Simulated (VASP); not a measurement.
Input of a VASP 6.6.1 run:

File INCAR:

```
  PREC = Accurate
  ENCUT = 520
  EDIFF = 1E-6
  ISMEAR = 0
  SIGMA = 0.1
  LREAL = F
  LASPH = T
  NELM = 100
  ALGO = Normal
  ISIF = 2
  LWAVE = F
  LCHARG = F
  GGA = PE
  NBANDS = 30
```

Contents of KPOINTS:

```
Automatic mesh
0
Gamma
  6 6 6
```

The input POSCAR:

```
Os2N
1.0
    0.0000000000      3.5676618555      3.5676618555
    3.5676618555      0.0000000000      3.5676618555
    3.5676618555      3.5676618555      0.0000000000
Os N
4 2
Direct
    0.6250000000      0.6250000000      0.6250000000
    0.1250000000      0.6250000000      0.6250000000
    0.6250000000      0.6250000000      0.1250000000
    0.6250000000      0.1250000000      0.6250000000
    0.0000000000      0.0000000000      0.0000000000
    0.2500000000      0.2500000000      0.2500000000
```

Potentials or basis: VASP PAW PBE potentials, release 64 (Os, N).

Command:

```sh
$ cat potpaw_PBE.64/Os/POTCAR potpaw_PBE.64/N/POTCAR > POTCAR
$ mpirun -np 1 vasp_std > vasp.out
```

(1) Estimate the band gap on the k mesh.

(2) Estimate the pressure.

Answers

(1) zero (bands 21 and 22 overlap by 0.60 eV).

(2) 0.3 GPa.

Caveat: spin-orbit coupling is left out, which moves the levels of the heavy elements.
